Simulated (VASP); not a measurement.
A run of VASP 6.6.1:

File INCAR:

```
ALGO = Normal ; EDIFF = 1E-8
ENCUT = 520 ; ISIF = 2
ISMEAR = -1 ; LASPH = True
LCHARG = False ; LEFG = True
LREAL = False ; LWAVE = False
NBANDS = 18 ; NELM = 60
PREC = Accurate ; SIGMA = 0.05
```

Contents of KPOINTS:

```
k-points
0
Gamma
  9 9 9
```

File POSCAR:

```
LaZn
1.0
    3.7500000000     -0.0375000000     -0.0375000000
   -0.0375000000      3.7500000000     -0.0375000000
   -0.0375000000     -0.0375000000      3.7500000000
La Zn
1 1
Direct
    0.5000000000      0.5000000000      0.5000000000
    0.0000000000      0.0000000000      0.0000000000
```

Potentials or basis: VASP PAW LDA potentials, release 64 (La, Zn).

Command:

```bash
$ cat potpaw_LDA.64/La/POTCAR potpaw_LDA.64/Zn/POTCAR > POTCAR
$ mpirun -np 1 vasp_std > vasp.out
```

Hardware: 1 thread of Oxide Virtual Turin-like Processor, with other jobs on the host.

Problem. Estimate the wall time of this run.

Solution. Run time: 97 s on 1 thread of Oxide Virtual Turin-like Processor, on a shared host, peak memory 0.19 GiB. Counts: scf iterations 14, k points 85.
